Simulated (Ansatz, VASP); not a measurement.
**Zr: VASP beside Ansatz**

```
Zr
1.0
     3.23200    0.00000    0.00000
    -1.61600    2.79899    0.00000
     0.00000    0.00000    5.14700
Zr
2
Direct
  0.66667 0.33333 0.75000
  0.33333 0.66667 0.25000
```

Alike in both runs: task single point; functional PBEsol; k mesh 9 × 9 × 5; occupations fermi-dirac, width 0.05 eV; no spin polarisation; Hubbard terms Zr d U = 6.0 eV.

```csv
,VASP,Ansatz
version,VASP 6.6.1,Ansatz 0.2.0
potentials or method,"VASP PAW PBE potentials, release 64 (Zr_sv), cutoff 520 eV","all-electron LAPW, scalar-relativistic"
```

VASP gave:

| Property | Result |
| --- | --- |
| gap on the k mesh at the Fermi level (eV) | none |
| pressure (GPa) | 13.2 |
| traceless stress, the component that is largest in VASP (GPa) | -0.28 |

**Question.** Which values does Ansatz return?

**Answer.** gap on the k mesh at the Fermi level (eV): none; pressure (GPa): 8.9; traceless stress, the component that is largest in VASP (GPa): 1.91.

VASP's potentials were made for PBE, not for PBEsol. The programs project onto different local orbitals, so the same U acts differently, and such runs can settle in different states. A gap of «none» marks a metal or a gap that the smearing closes. Ansatz ran all-electron here, and VASP with PAW potentials.

Noted on Ansatz's run: U is the effective U less J, on atomic orbitals that reach past the spheres.
